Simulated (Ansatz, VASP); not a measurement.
One calculation of Y2Os, two programs

Contents of INCAR:

```
ALGO = Fast
EDIFF = 1E-7
ENCUT = 520
GGA = PE
ISIF = 2
ISMEAR = 0
LASPH = True
LCHARG = True
LELF = True
LREAL = False
LVHAR = True
LWAVE = False
NBANDS = 22
NELM = 100
PREC = Accurate
SIGMA = 0.1
```

The input KPOINTS:

```
k-points
0
Gamma
  4 4 4
```

The input POSCAR:

```
Y2Os
1.0
    0.0000000000      3.3896823000      3.3896823000
    3.3896823000      0.0000000000      3.3896823000
    3.3896823000      3.3896823000      0.0000000000
Y Os
2 1
Direct
    0.2500000000      0.2500000000      0.2500000000
    0.7500000000      0.7500000000      0.7500000000
    0.0000000000      0.0000000000      0.0000000000
```

Input for Ansatz:

```yaml
crystal:
  lattice:
    - [0.0, 3.3896823, 3.3896823]
    - [3.3896823, 0.0, 3.3896823]
    - [3.3896823, 3.3896823, 0.0]
  atoms:
    - { symbol: "Y", position: [0.25, 0.25, 0.25] }
    - { symbol: "Y", position: [0.75, 0.75, 0.75] }
    - { symbol: Os, position: [0.0, 0.0, 0.0] }
basis:
  ecutwfc: 420
kpoints:
  mp_grid: { grid: [4, 4, 4] }
hamiltonian:
  xc: pbe
scf:
  occupations: { method: gaussian, width: 0.1 }
  lower_state_search: "off"
output:
  forces: true
  stress: true
  eigenvalues: true
```

Change from the starting cell: relaxed end of: species swapped into the Si2Ni type (Fm-3m, No. 225).

Alike in both runs: task single point; functional PBE; k mesh 4 × 4 × 4; occupations gaussian, width 0.1 eV; no spin polarisation.

|  | VASP | Ansatz |
| --- | --- | --- |
| version | VASP 6.6.1 | Ansatz 0.2.0 |
| potentials or method | VASP PAW PBE potentials, release 64 (Y_sv, Os), cutoff 520 eV | scalar-relativistic, plane waves, PAW |
| valence electrons in the cell | 30 | 38 |

Ansatz gave:

| Item | Value |
| --- | --- |
| gap on the k mesh at the Fermi level (eV) | none |
| pressure (GPa) | 0.2 |

Task: Which values does VASP return?

Result: gap on the k mesh at the Fermi level (eV): none; pressure (GPa): 0.1.

A gap of «none» marks a metal or a gap that the smearing closes. VASP's potentials hold 30 valence electrons a cell and Ansatz's 38, so a difference there can come from the potentials and not from the codes.

The k mesh is coarse, so the values compare programs but aren't converged. Neither program's run includes spin-orbit coupling.
